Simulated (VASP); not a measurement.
**BaTiO3: single point with PBE**

The system is BaTiO3.

```
Ba Ti O
1.0
     3.90579    0.00000    0.00000
     0.00000    2.78016    2.84515
     0.00000   -2.78016    2.84515
Ba Ti O
1 1 3
Cartesian
  0.0000 0.0000 0.0000
  1.9529 0.0000 2.9157
  1.9529 1.3528 4.2594
  1.9529 -1.3528 4.2594
  0.0000 0.0000 2.7735
```

```
Program                : VASP 6.6.1
Task                   : single point
Functional             : PBE
Potentials or basis    : VASP PAW PBE potentials, release 64 (Ba_sv, Ti_sv, O)
Cutoff                 : 520 eV
k mesh                 : 6 × 6 × 6
Occupations            : fermi-dirac, width 0.05 eV
Spin                   : no spin polarisation
Dipole correction      : no
Further INCAR settings : ALGO = Normal; EDIFF = 1e-07; NBANDS = 28
```

* Pressure: 12.0 GPa
* Largest force: 0.247 eV/Å
* Band gap on the k mesh: 1.88 eV (least direct gap 2.01 eV)

Forces in eV/Å, atoms in the order of the input:
```
Ba   0.000  0.000  0.181
Ti   0.000  0.000  0.016
O    0.000  0.174 -0.176
O    0.000 -0.174 -0.176
O    0.000  0.000  0.155
```

Stress tensor (GPa, compression positive):
```
13.71  0.00  0.00
 0.00 14.17  0.00
 0.00  0.00  8.17
```

Levels at points of the mesh, in eV from the valence-band top:
```
           k point  band 18  band 19  band 20  band 21  band 22  band 23
(0.00, 0.00, 0.00)    -0.34    -0.29    -0.13     1.88     1.96     2.21
(0.50, 0.00, 0.00)    -1.87    -0.93    -0.70     2.13     3.77     3.83
(0.00, 0.50, 0.00)    -1.72    -0.84    -0.75     2.19     3.69     3.73
(0.50, 0.50, 0.00)    -0.86    -0.84    -0.10     3.71     3.82     4.17
(0.00, 0.50, 0.50)    -1.00    -0.88    -0.18     3.67     3.79     4.11
(0.50, 0.50, 0.50)    -0.07    -0.03     0.00     4.40     4.42     4.44
```

Wall time 3 min on 1 thread of Intel Xeon 8259CL (shared host), peak memory 0.23 GiB.

Caveat: the stress differs along the axes, from 8 to 14 GPa; spin-orbit coupling is left out, which moves the levels of the heavy elements. As with any semilocal functional, this PBE gap is likely too small.
